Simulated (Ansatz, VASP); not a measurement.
## MoN2 in VASP and in Ansatz

```
Mo N
1.0
     4.28665    0.00000    0.00000
     0.00000    4.28665    0.00000
     0.00000    0.00000    2.72843
Mo N
2 4
Cartesian
  2.1433 2.1433 0.0000
  0.0000 0.0000 0.0000
  3.8035 1.6602 1.6767
  0.4831 2.6264 1.6767
  1.6602 0.4831 1.6767
  2.6264 3.8035 1.6767
```

Change from the starting cell: all N atoms moved +0.312 Å, as atom 3 along Cartesian [0 0 1].

Alike in both runs: task single point; functional PBEsol; k mesh 12 × 12 × 18; occupations gaussian, width 0.15 eV; no spin polarisation.

```csv
,VASP,Ansatz
version,VASP 6.6.1,Ansatz 0.2.0
potentials or method,"VASP PAW PBE potentials, release 64 (Mo_sv, N), cutoff 520 eV","scalar-relativistic, plane waves, PAW"
valence electrons in the cell,48,48
```

VASP gave:

* gap on the k mesh at the Fermi level (eV): none
* pressure (GPa): 18.4
* traceless stress, the component that is largest in VASP (GPa): -0.42
* rms of the force components (eV/Å): 1.256

Task: Estimate Ansatz's values.

Result: gap on the k mesh at the Fermi level (eV): none; pressure (GPa): 17.6; traceless stress, the component that is largest in VASP (GPa): 0.00; rms of the force components (eV/Å): 1.256.

VASP's potentials were made for PBE, not for PBEsol. Atom by atom the forces differ by 0.054 eV/Å (rms over components). A gap of «none» marks a metal or a gap that the smearing closes. The functional is the same, so the differences come from potentials, cutoffs and numerics.
